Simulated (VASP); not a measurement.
# HfC (P6_3mc) in VASP: single point with PBE

Aim: the single point of HfC with PBE.

Program: VASP 6.6.1. These are calculated values, not measurements. Logs are shortened: lines on timing, memory, paths and dates and some standing lists are left out, and cuts for length are marked.

### Step 1. The cell of the first run

Symmetry: P6_3mc, No. 186, hexagonal system. The conventional cell has a = 3.534 Å, b = 3.534 Å, c = 5.188 Å, α = 90.00°, β = 90.00°, γ = 120.00°. Hf (site symmetry 3m) has 6 C at 2.39 to 2.45 Å and 12 Hf at 3.30 to 3.53 Å within 3.6 Å. Within 3.2 Å of C (site symmetry 3m) lie 6 Hf at 2.39 to 2.45 Å and 2 C at 2.59 Å.

### Step 2. Single point, PBE (strained and its atoms moved)

Contents of INCAR:

```
SYSTEM = HfC
PREC = Accurate
ENCUT = 520
EDIFF = 1E-7
ISMEAR = 0
SIGMA = 0.1
LREAL = .False.
LASPH = .True.
NELM = 60
ALGO = Normal
ISIF = 2
LWAVE = .False.
LCHARG = .False.
GGA = PE
NBANDS = 22
```

Contents of KPOINTS:

```
regular mesh
0
Gamma
  12 12 8
  0 0 0
```

Contents of POSCAR:

```
HfC
1.0
    3.5339777054      0.0000000000      0.0000000000
   -1.7669888526      3.0605144692      0.0000000000
    0.0000000000      0.0000000000      5.1879903194
Hf C
2 2
Direct
    0.6666666700      0.3333333300      0.7442337788
    0.3333333300      0.6666666700      0.2442337788
    0.0000000000      0.0000000000      0.0057662212
    0.0000000000      0.0000000000      0.5057662212
```

Potentials or basis: VASP PAW PBE potentials, release 64 (Hf_pv, C).

Started as:

```sh
cat potpaw_PBE.64/Hf_pv/POTCAR potpaw_PBE.64/C/POTCAR > POTCAR
mpirun -np 1 vasp_std > vasp.out
```

OUTCAR:

```text
SYSTEM = HfC
   PREC = Accurate
   ENCUT = 520
   EDIFF = 1E-7
   ISMEAR = 0
   LREAL = .False.
   LASPH = .True.
   NELM = 60
   ISIF = 2
   GGA = PE

 ion  position               nearest neighbor table
   1  0.667  0.333  0.744-   4 2.39   4 2.39   4 2.39   3 2.45   3 2.45   3 2.45   2 3.30   2 3.30
                             2 3.30   2 3.30   2 3.30   2 3.30
   2  0.333  0.667  0.244-   3 2.39   3 2.39   3 2.39   4 2.45   4 2.45   4 2.45   1 3.30   1 3.30
                             1 3.30   1 3.30   1 3.30   1 3.30
   3  0.000  0.000  0.006-   2 2.39   2 2.39   2 2.39   1 2.45   1 2.45   1 2.45
   4  0.000  0.000  0.506-   1 2.39   1 2.39   1 2.39   2 2.45   2 2.45   2 2.45

  LATTYP: Found a hexagonal cell.
 ALAT       =     3.5339777054
 C/A-ratio  =     1.4680314229

  Lattice vectors:

 A1 = (   3.5339777054,   0.0000000000,   0.0000000000)
 A2 = (  -1.7669888526,   3.0605144692,   0.0000000000)
 A3 = (   0.0000000000,   0.0000000000,   5.1879903194)

Analysis of symmetry for initial positions (statically):
=====================================================================
 Subroutine PRICEL returns:
 Original cell was already a primitive cell.

 Routine SETGRP: Setting up the symmetry group for a
 hexagonal supercell.

 Subroutine GETGRP returns: Found 12 space group operations
 (whereof  6 operations were pure point group operations)
 out of a pool of 24 trial point group operations.

The static configuration has the point symmetry C_3v.
 The point group associated with its full space group is C_6v.

Analysis of symmetry for dynamics (positions and initial velocities):
=====================================================================
 Subroutine PRICEL returns:
 Original cell was already a primitive cell.

 Routine SETGRP: Setting up the symmetry group for a
 hexagonal supercell.

 Subroutine GETGRP returns: Found 12 space group operations
 (whereof  6 operations were pure point group operations)
 out of a pool of 24 trial point group operations.

The dynamic configuration has the point symmetry C_3v.
 The point group associated with its full space group is C_6v.

 Subroutine INISYM returns: Found 12 space group operations
 (whereof  6 operations are pure point group operations),
 and found     1 'primitive' translations

----------------------------------------------------------------------------------------

                                     Primitive cell

  volume of cell :      56.1122

  direct lattice vectors                    reciprocal lattice vectors
     3.533977705  0.000000000  0.000000000     0.282967263  0.163371226  0.000000000
    -1.766988853  3.060514469  0.000000000     0.000000000  0.326742451  0.000000000
     0.000000000  0.000000000  5.187990319     0.000000000  0.000000000  0.192752865

  length of vectors
     3.533977705  3.533977705  5.187990319     0.326742451  0.326742451  0.192752865

  position of ions in fractional coordinates (direct lattice)
     0.666666670  0.333333330  0.744233779
     0.333333330  0.666666670  0.244233779
     0.000000000  0.000000000  0.005766221
     0.000000000  0.000000000  0.505766221

  ion indices of the primitive-cell ions
   primitive index   ion index
                 1           1
                 2           2
                 3           3
                 4           4

----------------------------------------------------------------------------------------

 KPOINTS: regular mesh

Automatic generation of k-mesh.
 Grid dimensions read from file:
 generate k-points for:   12   12    8

 Generating k-lattice:

  Cartesian coordinates                     Fractional coordinates (reciprocal lattice)
     0.023580605  0.013614269  0.000000000     0.083333333  0.000000000  0.000000000
     0.000000000  0.027228538  0.000000000     0.000000000  0.083333333  0.000000000
     0.000000000  0.000000000  0.024094108     0.000000000  0.000000000  0.125000000

  Length of vectors
     0.027228538  0.027228538  0.024094108

  Shift w.r.t. Gamma in fractional coordinates (k-lattice)
     0.000000000  0.000000000  0.000000000

 Subroutine IBZKPT returns following result:
 ===========================================

 Found     95 irreducible k-points:

 Following reciprocal coordinates:
            Coordinates               Weight
  0.000000  0.000000  0.000000      1.000000
  0.083333 -0.000000  0.000000      6.000000
  0.166667  0.000000  0.000000      6.000000
  0.250000 -0.000000  0.000000      6.000000
  0.333333  0.000000  0.000000      6.000000
  0.416667 -0.000000  0.000000      6.000000
[... 16 lines left out ...]
  0.250000 -0.000000  0.125000     12.000000
  0.333333  0.000000  0.125000     12.000000
 [... further k-points ...]
   k-points           NKPTS =     95   k-points in BZ     NKDIM =     95   number of bands    NBANDS=     22
   number of dos      NEDOS =    301   number of ions     NIONS =      4
   total plane-waves  NPLWV =  31360
   dimension x,y,z NGX =    28 NGY =   28 NGZ =   40
   dimension x,y,z NGXF=    56 NGYF=   56 NGZF=   80
   ions per type =               2   2
   NGX,Y,Z   is equivalent  to a cutoff of  13.17, 13.17, 12.82 a.u.
   NGXF,Y,Z  is equivalent  to a cutoff of  26.34, 26.34, 25.64 a.u.
 SYSTEM =  HfC
   PREC   = accura    normal or accurate (medium, high low for compatibility)
   ISTART =      0    job   : 0-new  1-cont  2-samecut
   ICHARG =      2    charge: 1-file 2-atom 10-const
   ISPIN  =      1    spin polarized calculation?
   LNONCOLLINEAR =      F non collinear calculations
   LSORBIT =      F    spin-orbit coupling
   LASPH  =      T    aspherical Exc in radial PAW
   ENCUT  =  520.0 eV  38.22 Ry    6.18 a.u.   6.57  6.57  9.65*2*pi/ulx,y,z
   NELM   =     60;   NELMIN=  2; NELMDL= -5     # of ELM steps
   EDIFF  = 0.1E-06   stopping-criterion for ELM
   LREAL  =      F    real-space projection
   EDIFFG = 0.1E-05   stopping-criterion for IOM
   NSW    =      0    number of steps for IOM
   IBRION =     -1    ionic relax: 0-MD 1-quasi-New 2-CG
   NFREE  =      0    steps in history (QN), initial steepest desc. (CG)
   ISIF   =      2    stress and relaxation
   ISYM   =      2    0-nonsym 1-usesym 2-fastsym
   POTIM  = 0.5000    time-step for ionic-motion
   TEBEG  =    0.0;   TEEND  =   0.0 temperature during run
   PSTRESS=    0.0 pullay stress
   NELECT =      28.0000    total number of electrons
   NUPDOWN=      -1.0000    fix difference up-down
   EMIN   =  10.00;   EMAX   =-10.00  energy-range for DOS
   EFERMI =   0.00;   METHOD = LEGACY
   ISMEAR =     0;   SIGMA  =   0.10  broadening in eV -4-tet -1-fermi 0-gaus
   EFERMI_NEDOS =   21; number of points for ismear=-14 and -15
   IALGO  =     38    algorithm
   IMIX   =      4    mixing-type and parameters
     AMIX     =   0.40;   BMIX     =  1.00
     AMIX_MAG =   1.60;   BMIX_MAG =  1.00
  volume/ion in A,a.u.               =      14.03        94.67
  Fermi-wavevector in a.u.,A,eV,Ry     =   1.298499  2.453808 22.940788  1.686100
  Thomas-Fermi vector in A             =   2.429824
   LORBIT       =      0    0 simple, 1 ext, 2 COOP (PROOUT), +10 PAW based schemes
   GGA     = PE    functional components
   LHFCALC =     F    Hartree Fock is set to
   AEXX    =    0.0000 exact exchange contribution
   IVDW    =     0    specifies the selected vdW correction
   LEPSILON=     F    determine dielectric tensor
   LRPA    =     F    only Hartree local field effects (RPA)
 non-spin polarized calculation
 Gauss-broadening in eV      SIGMA  =   0.10
  energy-cutoff  :      520.00
  volume of cell :       56.11
 maximum number of plane-waves:      1544
 NGX is ok and might be reduce to    28
   NGX = 13   NGY = 13   NGZ = 19

 number of electron      27.9999999 magnetization

 Free energy of the ion-electron system (eV)
  ---------------------------------------------------
  ext. energy  EPLUGINS =         0.00000000
  ---------------------------------------------------
  free energy    TOTEN  =       -40.72380286 eV

  energy without entropy =      -40.72147373  energy(sigma->0) =      -40.72263829

 E-fermi :   5.8172     XC(G=0): -11.7624

 val. band max:        5.6876903101   @ k =   0.0833   0.0833   0.0000
 cond. band min:       5.8275898038   @ k =   0.2500   0.1667   0.2500
 fundamental gap:      0.1398994936
 Fermi energy:         5.8172315230

 k-point     1 :       0.0000    0.0000    0.0000
  band No.  band energies     occupation
      1     -25.2958      2.00000
      2     -24.9255      2.00000
      3     -24.9255      2.00000
      4     -24.8395      2.00000
      5     -24.8395      2.00000
      6     -24.7548      2.00000
[... 14 lines left out ...]
     21       9.3335      0.00000
     22      13.0669      0.00000

 k-point     2 :       0.0833   -0.0000    0.0000
  band No.  band energies     occupation
      1     -25.2850      2.00000
      2     -24.9427      2.00000
      3     -24.9332      2.00000
      4     -24.8563      2.00000
      5     -24.8394      2.00000
      6     -24.7605      2.00000
[... 14 lines left out ...]
     21       9.5573      0.00000
     22      12.6549      0.00000

 k-point     3 :       0.1667    0.0000    0.0000
  band No.  band energies     occupation
      1     -25.2542      2.00000
      2     -24.9902      2.00000
      3     -24.9529      2.00000
      4     -24.9007      2.00000
      5     -24.8406      2.00000
      6     -24.7776      2.00000
[... 14 lines left out ...]
     21      10.4453      0.00000
     22      11.7208      0.00000
[... 476 lines left out ...]
 k-point    23 :       0.2500   -0.0000    0.1250
  band No.  band energies     occupation
      1     -25.2053      2.00000
      2     -25.0430      2.00000
      3     -24.9726      2.00000
      4     -24.9725      2.00000
      5     -24.8494      2.00000
      6     -24.8078      2.00000
[... 14 lines left out ...]
     21      11.3288      0.00000
     22      11.3615      0.00000

 k-point    24 :       0.3333    0.0000    0.1250
  band No.  band energies     occupation
      1     -25.1828      2.00000
      2     -25.0847      2.00000
      3     -25.0261      2.00000
      4     -24.9951      2.00000
      5     -24.8552      2.00000
      6     -24.8373      2.00000
[... 14 lines left out ...]
     21      10.9944      0.00000
     22      11.7067      0.00000

 [... further k-points ...]

------------------------ aborting loop because EDIFF is reached ----------------------------------------

  FORCE on cell =-STRESS in cart. coord.  units (eV):
  Direction    XX          YY          ZZ          XY          YZ          ZX
  --------------------------------------------------------------------------------------
  -------------------------------------------------------------------------------------
  Total       -9.3810178     -9.3810178     -4.0318656     -0.0000000      0.0000000     -0.0000000
  in kB     -267.8570879   -267.8570879   -115.1222400     -0.0000000      0.0000000     -0.0000000
  external PRESSURE =    -216.9454719 kB  Pullay stress =       0.0000000 kB

 VOLUME and BASIS-vectors are now :
 -----------------------------------------------------------------------------
  energy-cutoff  :      520.00
  volume of cell :       56.11
      direct lattice vectors                 reciprocal lattice vectors
     3.533977705  0.000000000  0.000000000     0.282967263  0.163371226  0.000000000
    -1.766988853  3.060514469  0.000000000     0.000000000  0.326742451  0.000000000
     0.000000000  0.000000000  5.187990319     0.000000000  0.000000000  0.192752865

 POSITION                                       TOTAL-FORCE (eV/Angst)
 -----------------------------------------------------------------------------------
      1.76699      1.02017      3.86108         0.000000     -0.000000      0.202650
     -0.00000      2.04034      1.26708        -0.000000      0.000000      0.202650
      0.00000      0.00000      0.02992        -0.000000     -0.000000     -0.202650
      0.00000      0.00000      2.62391        -0.000000     -0.000000     -0.202650
 -----------------------------------------------------------------------------------
    total drift:                               -0.000008      0.000005      0.000023

  FREE ENERGIE OF THE ION-ELECTRON SYSTEM (eV)
  ---------------------------------------------------
  free  energy   TOTEN  =       -40.7238028556 eV

  energy  without entropy=      -40.7214737254  energy(sigma->0) =      -40.72263829
```

Wall time 1.7 min (1 thread of Intel Xeon Platinum 8259CL at 2.50GHz (Skylake/Cascade Lake), shared host); peak memory 0.25 GiB.

What came out:

```yaml
Free_energy: -40.7238 eV
Pressure: -21.7 GPa
Largest_force: 0.203 eV/Å
Band_gap_on_the_k_mesh: zero (bands 14 and 15 overlap by 0.91 eV)
```

Forces on the atoms (eV/Å):
```
Hf   0.000  0.000  0.203
Hf   0.000  0.000  0.203
C    0.000  0.000 -0.203
C    0.000  0.000 -0.203
```

Stress tensor (GPa, compression positive):
```
-26.79   0.00   0.00
  0.00 -26.79   0.00
  0.00   0.00 -11.51
```

Caveat: the cell differs from its parent crystal (strained and its atoms moved); the cell stands under tension; spin-orbit coupling is left out, which moves the levels of the heavy elements.
